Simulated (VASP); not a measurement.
Here is a VASP 6.6.1 calculation.

Contents of INCAR:

```
SYSTEM = LaNb4O
ALGO = Normal
EDIFF = 1E-6
EDIFFG = -0.01
ENCUT = 600
GGA = PE
IBRION = 2
ISIF = 3
ISMEAR = 0
LASPH = .TRUE.
LCHARG = .FALSE.
LREAL = .FALSE.
LWAVE = .FALSE.
NELM = 80
NSW = 100
PREC = Accurate
SIGMA = 0.1
```

The input KPOINTS:

```
k-points
0
G
  8 8 8
  0 0 0
```

File POSCAR:

```
LaNb4O
1.0
    0.0000000000      3.9733561398      3.9733561398
    3.9733561398      0.0000000000      3.9733561398
    3.9733561398      3.9733561398      0.0000000000
La Nb O
1 4 1
Direct
    0.2500000000      0.2500000000      0.2500000000
    0.6207260129      0.6207260129      0.6207260129
    0.6207260129      0.6207260129      0.1378219612
    0.6207260129      0.1378219612      0.6207260129
    0.1378219612      0.6207260129      0.6207260129
    0.0000000000      0.0000000000      0.0000000000
```

Potentials or basis: VASP PAW PBE potentials, release 64 (La, Nb_sv, O).

Command:

```sh
$ cat potpaw_PBE.64/La/POTCAR potpaw_PBE.64/Nb_sv/POTCAR potpaw_PBE.64/O/POTCAR > POTCAR
$ mpirun -np 1 vasp_std > vasp.out
```

(1) What does it give for the relaxed volume?

(2) What does it give for the relaxed cell?

Results:

(1) 20.81 Å³/atom.

(2) a = 5.610 Å, b = 5.610 Å, c = 5.610 Å, α = 60.00°, β = 60.00°, γ = 60.00°.

Caveat: an odd number of electrons without spin polarisation forces a metal; a magnetic or distorted state may lie lower.
